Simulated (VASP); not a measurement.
Wanted: the native input for a VASP 6.6.1 run.

- Task: single point
- Functional: PBE
- Potentials or basis: VASP PAW PBE potentials, release 64 (Cu)
- Cutoff: 520 eV
- k mesh: 28 × 28 × 28
- Occupations: gaussian, width 0.15 eV
- Spin: no spin polarisation
- Dipole correction: no
- Further INCAR settings: ALGO = Fast; EDIFF = 1e-06; NBANDS = 12

The structure of Cu lies in POSCAR:

```
Cu
1.0
    0.0000000000      1.7241304218      1.8602459814
    1.7241304218      0.0000000000      1.8602459814
    1.7241304218      1.7241304218      0.0000000000
Cu
1
Direct
    0.0000000000      0.0000000000      0.0000000000
```

This cell differs from its parent crystal: strain -0.050 along x and y, +0.025 along z.

These files were run (other wordings do the same):

INCAR

```
  PREC = Accurate
  ENCUT = 520
  EDIFF = 1E-6
  ISMEAR = 0
  SIGMA = 0.15
  LREAL = F
  LASPH = T
  NELM = 80
  ALGO = Fast
  ISIF = 2
  LWAVE = F
  LCHARG = F
  GGA = PE
  NBANDS = 12
```

KPOINTS

```
Automatic mesh
0
Gamma
  28 28 28
```

Potentials or basis: VASP PAW PBE potentials, release 64 (Cu).

The run is started by

```console
$ cat potpaw_PBE.64/Cu/POTCAR > POTCAR
$ mpirun -np 1 vasp_std > vasp.out
```

It gave:

| Property | Result |
| --- | --- |
| Pressure | 14.5 GPa |

Caveat: the cell differs from its parent crystal (strain -0.050 along x and y, +0.025 along z).

It took 2.5 min on 1 thread of Intel(R) Xeon(R) Platinum 8488C (Sapphire Rapids) (shared host), peak memory 0.31 GiB.
